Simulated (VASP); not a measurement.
Set up this calculation in VASP 6.6.1, as the native input.

```
Task                            : G0W0 quasiparticle levels
Functional                      : PBE
Potentials or basis             : VASP PAW PBE potentials, release 64 (K_sv_GW, Cl_GW)
Cutoff                          : 500 eV
k mesh                          : 4 × 4 × 4
Occupations                     : gaussian, width 0.01 eV
Spin                            : no spin polarisation
Dipole correction               : no
GW scheme                       : G0W0
GW iterations                   : 1
Cutoff of the response function : 100
Frequency points                : 96
Empty bands                     : 141
Further INCAR settings          : ALGO = EVGW0; EDIFF = 1e-08; NBANDS = 149
```

Crystal: KCl.

```
K Cl
1.0
     0.00000    3.14485    3.14485
     3.14485    0.00000    3.14485
     3.14485    3.14485    0.00000
K Cl
1 1
Direct
  0.00000 0.00000 0.00000
  0.50000 0.50000 0.50000
```

These files were run (other wordings do the same):

POSCAR

```
KCl
1.0
    0.0000000000      3.1448471141      3.1448471141
    3.1448471141      0.0000000000      3.1448471141
    3.1448471141      3.1448471141      0.0000000000
K Cl
1 1
Direct
    0.0000000000      0.0000000000      0.0000000000
    0.5000000000      0.5000000000      0.5000000000
```

INCAR.step1

```
PREC     = Accurate       # precision mode
ENCUT    = 500            # plane-wave cutoff, eV
EDIFF    = 1E-8           # SCF threshold, eV
ISMEAR   = 0              # smearing method
SIGMA    = 0.01           # smearing width, eV
LREAL    = False          # projectors in reciprocal space
LASPH    = True           # aspherical terms in the spheres
NELM     = 60             # most SCF steps
ALGO     = Normal         # electronic algorithm
LWAVE    = True           # write WAVECAR
LCHARG   = False          # write CHGCAR
GGA      = PE             # functional
```

INCAR.step2

```
PREC     = Accurate       # precision mode
ENCUT    = 500            # plane-wave cutoff, eV
EDIFF    = 1E-8           # SCF threshold, eV
ISMEAR   = 0              # smearing method
SIGMA    = 0.01           # smearing width, eV
LREAL    = False          # projectors in reciprocal space
LASPH    = True           # aspherical terms in the spheres
NELM     = 1              # most SCF steps
ALGO     = Exact          # electronic algorithm
LWAVE    = True           # write WAVECAR
LCHARG   = False          # write CHGCAR
GGA      = PE             # functional
NBANDS   = 149            # bands
LOPTICS  = True           # frequency-dependent dielectric function
ISTART   = 1
```

INCAR.step3

```
PREC     = Accurate       # precision mode
ENCUT    = 500            # plane-wave cutoff, eV
EDIFF    = 1E-8           # SCF threshold, eV
ISMEAR   = 0              # smearing method
SIGMA    = 0.01           # smearing width, eV
LREAL    = False          # projectors in reciprocal space
LASPH    = True           # aspherical terms in the spheres
ALGO     = EVGW0          # electronic algorithm
LWAVE    = False          # write WAVECAR
LCHARG   = False          # write CHGCAR
GGA      = PE             # functional
NELMGW   = 1            
NBANDS   = 149            # bands
ENCUTGW  = 100.0          # cutoff of the response function
NOMEGA   = 96             # frequency points
PRECFOCK = Fast         
ISTART   = 1            
NBANDSGW = 16           
OMEGAMAX = 30
```

KPOINTS

```
regular mesh
0
Gamma
  4 4 4
```

Potentials or basis: VASP PAW PBE potentials, release 64 (K_sv_GW, Cl_GW).

Command:

```sh
$ cat potpaw_PBE.64/K_sv_GW/POTCAR potpaw_PBE.64/Cl_GW/POTCAR > POTCAR
$ cp INCAR.step1 INCAR
$ mpirun -np 1 vasp_std > vasp.out
$ cp INCAR.step2 INCAR
$ mpirun -np 1 vasp_std > vasp.out
$ cp INCAR.step3 INCAR
$ mpirun -np 1 vasp_std > vasp.out
```

Results of the run:

```json
{
 "Quasiparticle gap": "7.84 eV",
 "Least direct quasiparticle gap": "7.84 eV",
 "Band gap of the starting levels on the mesh": "5.19 eV",
 "Least direct gap of the starting levels on the mesh": "5.19 eV"
}
```

Caveat: the k points lie up to 0.43 Å⁻¹ apart; bands, screening cutoff and mesh are small and nothing is extrapolated, so the quasiparticle values aren't converged.

It took 3.4 min on 1 thread of AMD EPYC 9R45 96-Core Processor (Zen 5), on a shared host, peak memory 0.61 GiB.
